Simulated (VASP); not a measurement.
LiF, 2 atoms in the cell. Symmetry: Pm-3m, No. 221, cubic system. Conventional cell: a = 2.560 Å, b = 2.560 Å, c = 2.560 Å, α = 90.00°, β = 90.00°, γ = 90.00°. Li (site symmetry m-3m) has 8 F at 2.22 Å and 6 Li at 2.56 Å within 2.9 Å. Within 2.9 Å of F (site symmetry m-3m) lie 8 Li at 2.22 Å and 6 F at 2.56 Å. 

```yaml
Program: VASP 6.6.1
Task: single point
Functional: PBE
Potentials_or_basis: VASP PAW PBE potentials, release 64 (Li_sv, F)
Cutoff: 520 eV
k_mesh: 12 × 12 × 12
Occupations: fermi-dirac, width 0.02 eV
Spin: no spin polarisation
Dipole_correction: no
Further_INCAR_settings: ALGO = Normal; EDIFF = 1e-06; NBANDS = 12
```

Potentials or basis: VASP PAW PBE potentials, release 64 (Li_sv, F).

Command:

```sh
$ cat potpaw_PBE.64/Li_sv/POTCAR potpaw_PBE.64/F/POTCAR > POTCAR
$ mpirun -np 1 vasp_std > vasp.out
```

Hardware: 1 thread of AMD EPYC 9R45 96-Core Processor (Zen 5), with other jobs on the host.

Task: How long does it take, and how much memory?

Result: Run time: 6.7 s on 1 thread of AMD EPYC 9R45 96-Core Processor (Zen 5), with other jobs on the host, peak memory 0.1 GiB. Counts: scf iterations 11, k points 84.
